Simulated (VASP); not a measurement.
Runs of VASP 6.6.1 on TaWC2. The structure is that of space group R-3m (No. 166), or close to it. The cells are those of the table. 

```tsv
level	potentials or basis	U	cell	cutoff (eV)	gap on the mesh (eV)	pressure (GPa)	largest force (eV/Å)
LDA	VASP PAW LDA potentials, release 64 (W_sv, Ta_sv_GW, C)	-	a = 5.304 Å, angles 33.8°, 4 atoms	700	none	(a)	0.07
PBE	VASP PAW PBE potentials, release 64 (W_sv, Ta_pv, C)	-	a = 5.304 Å, angles 33.8°, 4 atoms	520	none	22.0	0.08
r2SCAN	VASP PAW PBE potentials, release 64 (W_sv, Ta_pv, C)	-	a = 5.304 Å, angles 33.8°, 4 atoms	520	none	19.4	0.02
PBE	VASP PAW PBE potentials, release 64 (W_sv, Ta_pv, C)	-	a = 5.521 Å, angles 33.8°, 4 atoms	520	none	-19.2	0.05
LDA+U	VASP PAW LDA potentials, release 64 (W_sv, Ta_sv_GW, C)	Ta d U = 4.0 eV, W d U = 4.0 eV	a = 5.415 Å, angles 33.8°, 4 atoms	700	none	(b)	0.07
```

Alike in all rows: task single point; no spin polarisation; k mesh 10 × 10 × 10; smearing fermi-dirac 0.05 eV.

Fill in the values left out.

(a) 7.1; (b) -5.7.

Caveats: spin-orbit coupling is left out, which moves the levels of the heavy elements; an odd number of electrons without spin polarisation forces a metal; a magnetic or distorted state may lie lower; the cell stands under pressure (at least some runs); the cell stands under tension (at least some runs); the PAW data sets were made with another functional, which shifts forces and pressure a little (at least some runs); U without spin polarisation on a metal has little footing (at least some runs).

A k mesh can miss the band edges, and the runs leave out spin-orbit coupling on Ta, W.

A gap of «none» marks levels without a gap at the run's occupations.

The runs don't all hold the same shells in valence.
